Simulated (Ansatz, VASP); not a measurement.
This is a calculation of Ge2Sb2Te5 for VASP 6.6.1.

INCAR

```
PREC = Accurate
ENCUT = 520
EDIFF = 1E-6
ISMEAR = -1
SIGMA = 0.05
LREAL = F
LASPH = T
NELM = 80
ALGO = Normal
ISIF = 2
LWAVE = F
LCHARG = F
GGA = PE
NBANDS = 44
```

File KPOINTS:

```
Automatic mesh
0
Gamma
  4 4 3
```

POSCAR

```
Ge2Sb2Te5
1.0
    6.7778158800     -2.9292232800      0.0000000000
    6.9004561200      3.2027887200      0.0000000000
   -6.8309770000     -0.1366195400      6.8476090000
Te Sb Ge
5 2 2
Direct
    0.5947020000      0.5947020000      0.3864330000
    0.7952880000      0.7952880000      0.1961120000
    0.0083240000      0.0083240000      0.0064350000
    0.2065190000      0.2065190000      0.8098030000
    0.3999590000      0.3999590000      0.5971180000
    0.9017080000      0.9017080000      0.5878730000
    0.1118700000      0.1118700000      0.4173520000
    0.2842870000      0.2842870000      0.1878300000
    0.4973430000      0.4973430000      0.0110440000
```

Potentials or basis: VASP PAW PBE potentials, release 64 (Te, Sb, Ge_d).

Command:

```sh
$ cat potpaw_PBE.64/Te/POTCAR potpaw_PBE.64/Sb/POTCAR potpaw_PBE.64/Ge_d/POTCAR > POTCAR
$ mpirun -np 1 vasp_std > vasp.out
```

Task: Set up the same calculation for Ansatz 0.2.0. Potentials there: Ansatz PAW.

Result: As run (the cutoff follows the program's own potentials):

The input input.yaml:

```yaml
crystal:
  lattice:
    - [6.77781588, -2.92922328, 0.0]
    - [6.90045612, 3.20278872, 0.0]
    - [-6.830977, -0.13661954, 6.847609]
  atoms:
    - { symbol: Te, position: [0.594702, 0.594702, 0.386433] }
    - { symbol: Te, position: [0.795288, 0.795288, 0.196112] }
    - { symbol: Te, position: [0.008324, 0.008324, 0.006435] }
    - { symbol: Te, position: [0.206519, 0.206519, 0.809803] }
    - { symbol: Te, position: [0.399959, 0.399959, 0.597118] }
    - { symbol: Sb, position: [0.901708, 0.901708, 0.587873] }
    - { symbol: Sb, position: [0.11187, 0.11187, 0.417352] }
    - { symbol: Ge, position: [0.284287, 0.284287, 0.18783] }
    - { symbol: Ge, position: [0.497343, 0.497343, 0.011044] }
hamiltonian:
  xc: pbe
  pseudopotentials: { kind: paw }
kpoints:
  mp_grid: { grid: [4, 4, 3] }
scf:
  occupations: { method: fermi_dirac, width: 0.05 }
output:
  forces: true
  stress: true
  eigenvalues: true
```

Potentials or basis: Ansatz PAW.

Run with:

```bash
$ ansatz run input.yaml --threads 4 --pin off --max-ram 11264MiB --backend cpu --events-out ev --progress --plain --runs-dir out
```

Both were run:

|  | VASP | Ansatz | Ansatz less VASP |
| --- | --- | --- | --- |
| gap on the k mesh at the Fermi level (eV) | none | none | - |
| pressure (GPa) | -0.2 | -0.1 | +0.02 |
| traceless stress, the component that is largest in VASP (GPa) | -0.58 | -0.58 | -0.002 |
| rms of the force components (eV/Å) | 0.049 | 0.051 | +0.0025 |

Atom by atom the forces differ by 0.005 eV/Å (rms over components). A gap of «none» marks a metal or a gap that the smearing closes. VASP's potentials hold 68 valence electrons a cell and Ansatz's 138, so a difference there can come from the potentials and not from the codes.

Neither program's run includes spin-orbit coupling.
